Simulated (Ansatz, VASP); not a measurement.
**CuO in VASP and in Ansatz**

```
Cu O
1.0
     2.55255    0.00000    0.00000
     0.00000    2.55255    0.00000
     0.00000    0.00000    2.55255
Cu O
1 1
Direct
  0.00000 0.00000 0.00000
  0.50000 0.50000 0.50000
```

Alike in both runs: task single point; functional LDA; k mesh 7 × 7 × 7; occupations gaussian, width 0.05 eV; no spin polarisation; Hubbard terms Cu d U = 8.0 eV.

|  | VASP | Ansatz |
| --- | --- | --- |
| version | VASP 6.6.1 | Ansatz 0.2.0 |
| potentials or method | VASP PAW LDA potentials, release 64 (Cu, O), cutoff 600 eV | scalar-relativistic, plane waves, PAW |
| valence electrons in the cell | 17 | 25 |

|  | VASP | Ansatz | Ansatz less VASP |
| --- | --- | --- | --- |
| gap on the k mesh at the Fermi level (eV) | none | none | - |
| pressure (GPa) | -7.6 | 7.5 | +15.07 |

LDA's correlation is that of Perdew and Zunger in VASP and of Perdew and Wang (1992) in Ansatz. The programs project onto different local orbitals, so the same U acts differently, and such runs can settle in different states. A gap of «none» marks a metal or a gap that the smearing closes. VASP's potentials hold 17 valence electrons a cell and Ansatz's 25, so a difference there can come from the potentials and not from the codes. Ansatz's warnings: filled band counts differ across k points.
